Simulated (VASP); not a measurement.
Write the native input for VASP 6.6.1 that does the following.

```yaml
Task: single point
Functional: PBE
Potentials_or_basis: VASP PAW PBE potentials, release 64 (Rh_pv)
Cutoff: 520 eV
k_mesh: 22 × 22 × 22
Occupations: gaussian, width 0.15 eV
Spin: no spin polarisation
Dipole_correction: no
Further_INCAR_settings: ALGO = Fast; EDIFF = 1e-06; NBANDS = 14
```

The structure of Rh lies in POSCAR:

```
Rh
1.0
    0.0000000000      1.8069178236      1.8069178236
    1.8069178236      0.0000000000      1.8069178236
    1.8069178236      1.8069178236      0.0000000000
Rh
1
Direct
    0.0000000000      0.0000000000      0.0000000000
```

This cell differs from its parent crystal: volume 11.799 Å^3 an atom, c/a of the conventional cell 1.0000.

The input as run:

INCAR

```
ALGO = Fast ; EDIFF = 1E-6
ENCUT = 520 ; GGA = PE
ISIF = 2 ; ISMEAR = 0
LASPH = True ; LCHARG = False
LREAL = False ; LWAVE = False
NBANDS = 14 ; NELM = 100
PREC = Accurate ; SIGMA = 0.15
```

KPOINTS

```
k-points
0
Gamma
  22 22 22
```

Potentials or basis: VASP PAW PBE potentials, release 64 (Rh_pv).

Launch:

```sh
$ cat potpaw_PBE.64/Rh_pv/POTCAR > POTCAR
$ mpirun -np 1 vasp_std > vasp.out
```

It gave:

| Property | Result |
| --- | --- |
| Pressure | 70.0 GPa |

It took 20 s on 1 thread of Intel(R) Xeon(R) 6975P-C (Granite Rapids), with other jobs on the host, peak memory 0.15 GiB.
